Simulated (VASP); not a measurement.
# AlN (P3m1) in VASP: further runs

The runs below take AlN through single point, with LDA.

All numbers are computed with VASP 6.6.1; they aren't measurements. Logs are shortened: lines on timing, memory, paths and dates and some standing lists are left out, and cuts for length are marked.

**1. The cell of the first run**

The structure is trigonal, space group P3m1 (No. 156). The conventional cell has a = 3.089 Å, b = 3.089 Å, c = 11.087 Å, α = 90.00°, β = 90.00°, γ = 120.00°. Within 2.5 Å of Al (site symmetry 3m) lie 3 N at 1.88 Å. Al (site symmetry 3m) has 4 N at 1.88 to 1.89 Å within 2.5 Å. Al (site symmetry 3m) has 4 N at 1.88 to 1.89 Å within 2.5 Å. Al (site symmetry 3m) has 4 N at 1.88 to 1.89 Å within 2.5 Å. Within 2.5 Å of N (site symmetry 3m) lie 3 Al at 1.88 Å. N (site symmetry 3m) has 4 Al at 1.88 to 1.89 Å within 2.5 Å. N (site symmetry 3m) has 4 Al at 1.88 to 1.89 Å within 2.5 Å. N (site symmetry 3m) has 4 Al at 1.88 to 1.89 Å within 2.5 Å.

**2. Single point, LDA**

The input, INCAR:

```
SYSTEM = AlN
  PREC = Accurate
  ENCUT = 520
  EDIFF = 1E-7
  ISMEAR = 0
  SIGMA = 0.05
  LREAL = .False.
  LASPH = .True.
  NELM = 60
  ALGO = Normal
  ISIF = 2
  LWAVE = .False.
  LCHARG = .True.
  LELF = .True.
  LVHAR = .True.
  NBANDS = 26
```

The input, KPOINTS:

```
Automatic mesh
0
Gamma
  8 8 3
  0 0 0
```

The input, POSCAR:

```
AlN
1.0
   -3.0886152975      0.0000000000      0.0000000000
   -1.5443076488     -2.6748193102      0.0000000000
    0.0000000000      0.0000000000     11.0871685333
Al N
4 4
Direct
    0.3333333333      0.3333333333      0.8066124197
    0.3333333333      0.3333333333      0.3607290319
    0.6666666667      0.6666666667      0.1377873380
    0.6666666667      0.6666666667      0.5836707258
    0.3333333333      0.3333333333      0.0851543558
    0.3333333333      0.3333333333      0.5310377436
    0.6666666667      0.6666666667      0.3080960497
    0.6666666667      0.6666666667      0.7539794375
```

Potentials or basis: VASP PAW LDA potentials, release 64 (Al, N).

Command:

```sh
$ cat potpaw_LDA.64/Al/POTCAR potpaw_LDA.64/N/POTCAR > POTCAR
$ mpirun -np 1 vasp_std > vasp.out
```

OUTCAR:

```text
SYSTEM = AlN
   PREC = Accurate
   ENCUT = 520
   EDIFF = 1E-7
   ISMEAR = 0
   LREAL = .False.
   LASPH = .True.
   NELM = 60
   ISIF = 2

 ion  position               nearest neighbor table
   1  0.333  0.333  0.807-   8 1.88   8 1.88   8 1.88   4 3.05   4 3.05   4 3.05
   2  0.333  0.333  0.361-   7 1.88   7 1.88   7 1.88   6 1.89   4 3.05   3 3.05   3 3.05   4 3.05
                             3 3.05   4 3.05
   3  0.667  0.667  0.138-   5 1.88   5 1.88   5 1.88   7 1.89   2 3.05   2 3.05   2 3.05
   4  0.667  0.667  0.584-   6 1.88   6 1.88   6 1.88   8 1.89   2 3.05   1 3.05   2 3.05   1 3.05
                             2 3.05   1 3.05
   5  0.333  0.333  0.085-   3 1.88   3 1.88   3 1.88
   6  0.333  0.333  0.531-   4 1.88   4 1.88   4 1.88   2 1.89
   7  0.667  0.667  0.308-   2 1.88   2 1.88   2 1.88   3 1.89
   8  0.667  0.667  0.754-   1 1.88   1 1.88   1 1.88   4 1.89

  LATTYP: Found a hexagonal cell.
 ALAT       =     3.0886152976
 C/A-ratio  =     3.5896890565

  Lattice vectors:

 A1 = (   1.5443076488,   2.6748193102,   0.0000000000)
 A2 = (  -3.0886152975,   0.0000000000,   0.0000000000)
 A3 = (   0.0000000000,   0.0000000000,  11.0871685333)

Analysis of symmetry for initial positions (statically):
=====================================================================
 Subroutine PRICEL returns:
 Original cell was already a primitive cell.

 Routine SETGRP: Setting up the symmetry group for a
 hexagonal supercell.

 Subroutine GETGRP returns: Found  6 space group operations
 (whereof  6 operations were pure point group operations)
 out of a pool of 24 trial point group operations.

The static configuration has the point symmetry C_3v.

Analysis of symmetry for dynamics (positions and initial velocities):
=====================================================================
 Subroutine PRICEL returns:
 Original cell was already a primitive cell.

 Routine SETGRP: Setting up the symmetry group for a
 hexagonal supercell.

 Subroutine GETGRP returns: Found  6 space group operations
 (whereof  6 operations were pure point group operations)
 out of a pool of 24 trial point group operations.

The dynamic configuration has the point symmetry C_3v.

 Subroutine INISYM returns: Found  6 space group operations
 (whereof  6 operations are pure point group operations),
 and found     1 'primitive' translations

----------------------------------------------------------------------------------------

[... 104 lines left out ...]
   LREAL  =      F    real-space projection
   EDIFFG = 0.1E-05   stopping-criterion for IOM
   NSW    =      0    number of steps for IOM
   IBRION =     -1    ionic relax: 0-MD 1-quasi-New 2-CG
   NFREE  =      0    steps in history (QN), initial steepest desc. (CG)
   ISIF   =      2    stress and relaxation
   ISYM   =      2    0-nonsym 1-usesym 2-fastsym
   POTIM  = 0.5000    time-step for ionic-motion
   TEBEG  =    0.0;   TEEND  =   0.0 temperature during run
   PSTRESS=    0.0 pullay stress
   NELECT =      32.0000    total number of electrons
   NUPDOWN=      -1.0000    fix difference up-down
   EMIN   =  10.00;   EMAX   =-10.00  energy-range for DOS
   EFERMI =   0.00;   METHOD = LEGACY
   ISMEAR =     0;   SIGMA  =   0.05  broadening in eV -4-tet -1-fermi 0-gaus
   EFERMI_NEDOS =   21; number of points for ismear=-14 and -15
   IALGO  =     38    algorithm
   IMIX   =      4    mixing-type and parameters
     AMIX     =   0.40;   BMIX     =  1.00
     AMIX_MAG =   1.60;   BMIX_MAG =  1.00
  volume/ion in A,a.u.               =      11.45        77.27
  Fermi-wavevector in a.u.,A,eV,Ry     =   1.153007  2.178867 18.087919  1.329425
  Thomas-Fermi vector in A             =   2.289654
   LORBIT       =      0    0 simple, 1 ext, 2 COOP (PROOUT), +10 PAW based schemes
   GGA     = CA    functional components
   LHFCALC =     F    Hartree Fock is set to
   AEXX    =    0.0000 exact exchange contribution
   IVDW    =     0    specifies the selected vdW correction
   LEPSILON=     F    determine dielectric tensor
   LRPA    =     F    only Hartree local field effects (RPA)
 non-spin polarized calculation
 Gauss-broadening in eV      SIGMA  =   0.05
  energy-cutoff  :      520.00
  volume of cell :       91.60
 maximum number of plane-waves:      2480
   NGX = 11   NGY = 11   NGZ = 41

 number of electron      32.0000000 magnetization

 Free energy of the ion-electron system (eV)
  ---------------------------------------------------
  ext. energy  EPLUGINS =         0.00000000
  ---------------------------------------------------
  free energy    TOTEN  =       -63.17951280 eV

  energy without entropy =      -63.17951280  energy(sigma->0) =      -63.17951280

 E-fermi :   6.7271     XC(G=0): -10.7504

 val. band max:        6.4550749374   @ k =   0.0000   0.0000   0.0000
 cond. band min:       7.0285294915   @ k =   0.0000   0.0000   0.0000
 fundamental gap:      0.5734545540
 Fermi energy:         6.7270772146

 k-point     1 :       0.0000    0.0000    0.0000
  band No.  band energies     occupation
      1     -11.1303      2.00000
      2      -9.9119      2.00000
      3      -8.7562      2.00000
      4      -6.7492      2.00000
      5      -1.5860      2.00000
      6       0.6771      2.00000
[... 685 lines left out ...]
     25      14.8804      0.00000
     26      15.4353      0.00000

 [... further k-points ...]
[... 5 lines left out ...]
  --------------------------------------------------------------------------------------
  -------------------------------------------------------------------------------------
  Total       -0.1580342     -0.1580342     -6.1148504     -0.0000000      0.0000000      0.0000000
  in kB       -2.7642845     -2.7642845   -106.9590411     -0.0000000      0.0000000      0.0000000
  external PRESSURE =     -37.4958700 kB  Pullay stress =       0.0000000 kB

 VOLUME and BASIS-vectors are now :
 -----------------------------------------------------------------------------
  energy-cutoff  :      520.00
  volume of cell :       91.60
      direct lattice vectors                 reciprocal lattice vectors
    -3.088615298  0.000000000  0.000000000    -0.323769684  0.186928514  0.000000000
    -1.544307649 -2.674819310  0.000000000     0.000000000 -0.373857029  0.000000000
     0.000000000  0.000000000 11.087168533     0.000000000  0.000000000  0.090194354

 POSITION                                       TOTAL-FORCE (eV/Angst)
 -----------------------------------------------------------------------------------
     -1.54431     -0.89161      8.94305        -0.000000      0.000000      1.197393
     -1.54431     -0.89161      3.99946        -0.000000      0.000000     -1.201605
     -3.08862     -1.78321      1.52767        -0.000000      0.000000     -2.329042
     -3.08862     -1.78321      6.47126        -0.000000     -0.000000     -1.159110
     -1.54431     -0.89161      0.94412         0.000000     -0.000000     -0.027328
     -1.54431     -0.89161      5.88770         0.000000     -0.000000      1.118762
     -3.08862     -1.78321      3.41591        -0.000000     -0.000000      1.249335
     -3.08862     -1.78321      8.35950         0.000000     -0.000000      1.151595
 -----------------------------------------------------------------------------------
    total drift:                               -0.000000     -0.000000     -0.000016

  FREE ENERGIE OF THE ION-ELECTRON SYSTEM (eV)
  ---------------------------------------------------
  free  energy   TOTEN  =       -63.1795128004 eV

  energy  without entropy=      -63.1795128004  energy(sigma->0) =      -63.17951280
```

Wall time 89 s (1 thread of Intel Xeon 8259CL, shared host); peak memory 0.19 GiB.

Results:

| Quantity | Value |
| --- | --- |
| Free energy | -63.1795 eV |
| Pressure | -3.7 GPa |
| Largest force | 2.329 eV/Å |
| Band gap on the k mesh | 0.57 eV |

Forces in eV/Å, atoms in the order of the input:
```
Al   0.000  0.000  1.197
Al   0.000  0.000 -1.202
Al   0.000  0.000 -2.329
Al   0.000  0.000 -1.159
N    0.000  0.000 -0.027
N    0.000  0.000  1.119
N    0.000  0.000  1.249
N    0.000  0.000  1.152
```

Caveat: the stress differs along the axes, from -11 to -0 GPa; semilocal functionals underestimate gaps, and a narrow one can read as zero; forces of over 1 eV/Å act on the atoms, so gaps and moduli don't describe the material at rest.

**3. Single point, LDA**

This run uses another cell than the first one, of 12.28 Å³/atom.

The input, INCAR:

```
SYSTEM = AlN
PREC = Accurate ; ENCUT = 520
EDIFF = 1E-6 ; ISMEAR = 0
SIGMA = 0.05 ; LREAL = .FALSE.
LASPH = .TRUE. ; NELM = 80
ALGO = Normal ; ISIF = 2
LWAVE = .FALSE. ; LCHARG = .FALSE.
GGA = CA ; NBANDS = 26
```

The input, KPOINTS:

```
Automatic mesh
0
G
  8 8 3
  0 0 0
```

The input, POSCAR:

```
AlN
1.0
   -3.0886152975      0.0000000000      0.0000000000
   -1.5443076488     -2.6748193102      0.0000000000
    0.0000000000      0.0000000000     11.8871685333
Al N
4 4
Direct
    0.3333333333      0.3333333333      0.7523278410
    0.3333333333      0.3333333333      0.3364521636
    0.6666666667      0.6666666667      0.1285143249
    0.6666666667      0.6666666667      0.5443900023
    0.3333333333      0.3333333333      0.0794235138
    0.3333333333      0.3333333333      0.4952991913
    0.6666666667      0.6666666667      0.2873613526
    0.6666666667      0.6666666667      0.7032370300
```

Potentials or basis: VASP PAW LDA potentials, release 64 (Al, N).

Command:

```sh
$ cat potpaw_LDA.64/Al/POTCAR potpaw_LDA.64/N/POTCAR > POTCAR
$ mpirun -np 1 vasp_std > vasp.out
```

Run time: 88 s. Hardware: 1 thread of Intel Xeon 8259CL, shared host; peak memory 0.2 GiB.

The run converged. Its results:

```yaml
Free_energy: -62.0619 eV
Pressure: -2.1 GPa
Largest_force: 2.485 eV/Å
Band_gap_on_the_k_mesh: zero (bands 16 and 17 overlap by 0.13 eV)
```

Forces on the atoms (eV/Å):
```
Al   0.000  0.000  0.220
Al   0.000  0.000 -1.478
Al   0.000  0.000 -2.485
Al   0.000  0.000 -1.405
N    0.000  0.000  1.104
N    0.000  0.000  1.298
N    0.000  0.000  1.523
N    0.000  0.000  1.221
```

Stress tensor (GPa, compression positive):
```
-0.51  0.00  0.00
 0.00 -0.51  0.00
 0.00  0.00 -5.32
```

Levels at points of the mesh, in eV from the Fermi level:
| k point | band 13 | band 14 | band 15 | band 16 | band 17 | band 18 | band 19 | band 20 |
| --- | --- | --- | --- | --- | --- | --- | --- | --- |
| (0.00, 0.00, 0.00) | -1.80 | -1.15 | -0.49 | 0.10 | 0.10 | 3.26 | 3.81 | 5.01 |
| (0.50, 0.00, 0.00) | -2.77 | -2.67 | -0.70 | -0.43 | 0.81 | 2.11 | 3.43 | 4.01 |

Caveat: semilocal functionals underestimate gaps, and a narrow one can read as zero; forces of over 1 eV/Å act on the atoms, so gaps and moduli don't describe the material at rest.

**4. Single point, LDA**

This run uses another cell than the first one, of 13.51 Å³/atom.

The input, INCAR:

```
SYSTEM = AlN
PREC     = Accurate       ! precision mode
ENCUT    = 520            ! plane-wave cutoff, eV
EDIFF    = 1E-6           ! SCF threshold, eV
ISMEAR   = 0              ! smearing method
SIGMA    = 0.05           ! smearing width, eV
LREAL    = .False.        ! projectors in reciprocal space
LASPH    = .True.         ! aspherical terms in the spheres
NELM     = 80             ! most SCF steps
ALGO     = Normal         ! electronic algorithm
ISIF     = 2              ! what is computed and relaxed
LWAVE    = .False.        ! write WAVECAR
LCHARG   = .False.        ! write CHGCAR
GGA      = CA             ! functional
NBANDS   = 26             ! bands
```

The input, KPOINTS:

```
regular mesh
0
Gamma
  8 8 3
  0 0 0
```

The input, POSCAR:

```
AlN
1.0
   -3.0886152975      0.0000000000      0.0000000000
   -1.5443076488     -2.6748193102      0.0000000000
    0.0000000000      0.0000000000     13.0871685333
Al N
4 4
Direct
    0.3333333333      0.3333333333      0.6833447446
    0.3333333333      0.3333333333      0.3056019002
    0.6666666667      0.6666666667      0.1167304780
    0.6666666667      0.6666666667      0.4944733224
    0.3333333333      0.3333333333      0.0721409442
    0.3333333333      0.3333333333      0.4498837886
    0.6666666667      0.6666666667      0.2610123664
    0.6666666667      0.6666666667      0.6387552107
```

Command:

```sh
$ cat potpaw_LDA.64/Al/POTCAR potpaw_LDA.64/N/POTCAR > POTCAR
$ mpirun -np 1 vasp_std > vasp.out
```

Run time: 1.8 min. Hardware: 1 thread of Intel Xeon 8259CL, shared host; peak memory 0.21 GiB.

It converged, with:

```yaml
Free_energy: -61.5775 eV
Pressure: -0.9 GPa
Largest_force: 2.182 eV/Å
Band_gap_on_the_k_mesh: zero (bands 16 and 17 overlap by 0.20 eV)
```

Forces on the atoms (eV/Å):
```
Al   0.000  0.000 -0.267
Al   0.000  0.000 -1.354
Al   0.000  0.000 -2.182
Al   0.000  0.000 -1.419
N    0.000  0.000  1.608
N    0.000  0.000  1.245
N    0.000  0.000  1.387
N    0.000  0.000  0.984
```

Stress tensor (GPa, compression positive):
```
-1.30  0.00  0.00
 0.00 -1.30  0.00
 0.00  0.00 -0.23
```

Levels at points of the mesh, in eV from the Fermi level:
| k point | band 14 | band 15 | band 16 | band 17 | band 18 | band 19 |
| --- | --- | --- | --- | --- | --- | --- |
| (0.00, 0.00, 0.00) | -0.84 | -0.68 | 0.12 | 0.12 | 3.30 | 4.05 |
| (0.50, 0.00, 0.00) | -2.41 | -0.66 | -0.17 | 0.74 | 2.29 | 3.64 |

Caveat: semilocal functionals underestimate gaps, and a narrow one can read as zero; forces of over 1 eV/Å act on the atoms, so gaps and moduli don't describe the material at rest.

**5. Summary**

```csv
cell,gap on the mesh (eV),pressure (GPa),largest force (eV/Å)
"a = 3.089, b = 3.089, c = 11.087 Å, angles 90.0, 90.0, 60.0°, 8 atoms",0.57,-3.7,2.33
"a = 3.089, b = 3.089, c = 11.887 Å, angles 90.0, 90.0, 60.0°, 8 atoms",none,-2.1,2.48
"a = 3.089, b = 3.089, c = 13.087 Å, angles 90.0, 90.0, 60.0°, 8 atoms",none,-0.9,2.18
```

Alike in all rows: task single point; level LDA; potentials or basis VASP PAW LDA potentials, release 64 (Al, N); no spin polarisation; k mesh 8 × 8 × 3; cutoff (eV) 520; smearing gaussian 0.05 eV.

Caveats: semilocal functionals underestimate gaps, and a narrow one can read as zero; forces of over 1 eV/Å act on the atoms, so gaps and moduli don't describe the material at rest; the stress differs along the axes, from -11 to -0 GPa (at least some runs).

Absolute energies hang on the potentials; compare differences alone.

The gap in the log of VASP goes by the Fermi energy; the results here count the filled bands.